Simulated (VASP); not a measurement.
Input of a VASP 6.6.1 run:

The input POSCAR:

```
H21C10N3O2
1.0
    7.1400370000      0.0000000000      0.0000000000
    0.0000000000      7.1400370000      0.0000000000
    0.0000000000      0.0000000000      7.1400370000
C O H N
10 2 21 3
Direct
    0.8239873267      0.3266649739      0.9340567843
    0.8515081925      0.1830802838      0.7887214030
    0.1715397273      0.1475202439      0.2756988514
    0.2916091331      0.2323517371      0.1252094352
    0.4105440910      0.5132606456      0.5840445925
    0.4125468818      0.7120271225      0.5823219123
   -0.0436552360      0.5166079672      0.3676451537
   -0.0256021082      0.6813410071      0.4828966573
    0.4678407129      0.6832737701      1.0482998898
    0.6235261806      0.7926569568      1.1034956822
    1.0120815901      0.2505869367      0.6924613976
    0.4843952489      0.2362312688      0.2025339645
    1.0878375000      0.1475622605      0.6525036215
    0.8720122879      0.0228850355      0.8055000275
    0.7231615186      0.1913715573      0.6942541054
    0.7154164607      0.2676876885      1.0347705481
    0.9625160206      0.3822809322      0.9925578817
    0.7802620631      0.4589472015      0.8746453275
    0.5233446269      0.1148593488      0.1668758859
    0.2759089344      0.1471561002      0.0033193105
    0.2586961384      0.3706423370      0.0851116038
    0.0067646708      0.1336547696      0.2559510546
    0.2162033614     -0.0030672110      0.2793542947
    0.1940466135      0.2149428637      0.4164404190
    0.3977710480      0.4908517981      0.4365523596
    0.5477002430      0.4520844920      0.6108231652
    0.2952505708      0.4536110947      0.6669433226
   -0.0868062729      0.5588486446      0.2333041131
    0.1033888200      0.4596754891      0.3758103775
   -0.1123803700      0.4051799732      0.4427428037
    0.5569578981      0.5627841985      1.0241123400
    0.3877430887      0.6922092981      1.1663244882
    0.3895638076      0.7392818833      0.9339867567
    0.4164404190      0.8601075877      0.5279244351
    0.0003361327      0.8068305528      0.5893386827
    0.7649120026      0.8565221721      1.1404702805
```

The input INCAR.step1:

```
PREC     = Accurate       # precision mode
ENCUT    = 1100           # plane-wave cutoff, eV
ISMEAR   = -1             # smearing method
SIGMA    = 0.02           # smearing width, eV
LREAL    = Auto         
LASPH    = True           # aspherical terms in the spheres
NELM     = 120            # most SCF steps
NBANDS   = 68             # bands
GGA      = PE             # functional
ALGO     = Normal         # electronic algorithm
EDIFF    = 1E-5           # SCF threshold, eV
LWAVE    = True           # write WAVECAR
LCHARG   = False          # write CHGCAR
GGA_COMPAT= False
```

Contents of INCAR.step2:

```
PREC     = Accurate       # precision mode
ENCUT    = 1100           # plane-wave cutoff, eV
EDIFF    = 1E-6           # SCF threshold, eV
ISMEAR   = -1             # smearing method
SIGMA    = 0.02           # smearing width, eV
LREAL    = Auto         
LASPH    = True           # aspherical terms in the spheres
NELM     = 120            # most SCF steps
ALGO     = Normal         # electronic algorithm
ISIF     = 2              # what is computed and relaxed
LWAVE    = False          # write WAVECAR
LCHARG   = False          # write CHGCAR
METAGGA  = R2SCAN         # meta-GGA
LMIXTAU  = True         
IVDW     = 12             # dispersion correction
VDW_S6   = 1.0          
VDW_S8   = 0.78981345   
VDW_A1   = 0.49484001   
VDW_A2   = 5.73083694   
NBANDS   = 68             # bands
ISTART   = 1            
GGA_COMPAT= False
```

The input KPOINTS:

```
regular mesh
0
Gamma
  1 1 1
```

Potentials or basis: VASP PAW PBE potentials, release 64 (C_h, O_h, H_h, N_h).

Run with:

```console
$ cat potpaw_PBE.64/C_h/POTCAR potpaw_PBE.64/O_h/POTCAR potpaw_PBE.64/H_h/POTCAR potpaw_PBE.64/N_h/POTCAR > POTCAR
$ cp INCAR.step1 INCAR
$ mpirun -np 1 vasp_gam > vasp.out
$ cp INCAR.step2 INCAR
$ mpirun -np 1 vasp_gam > vasp.out
```

(1) Estimate the band gap on the k mesh.

(2) Predict the pressure.

Results:

(1) 5.06 eV.

(2) 1.8 GPa.

Caveat: the k points lie up to 0.88 Å⁻¹ apart; the atoms stand as in a frame of molecular dynamics; the PAW data sets were made with another functional, which shifts forces and pressure a little.
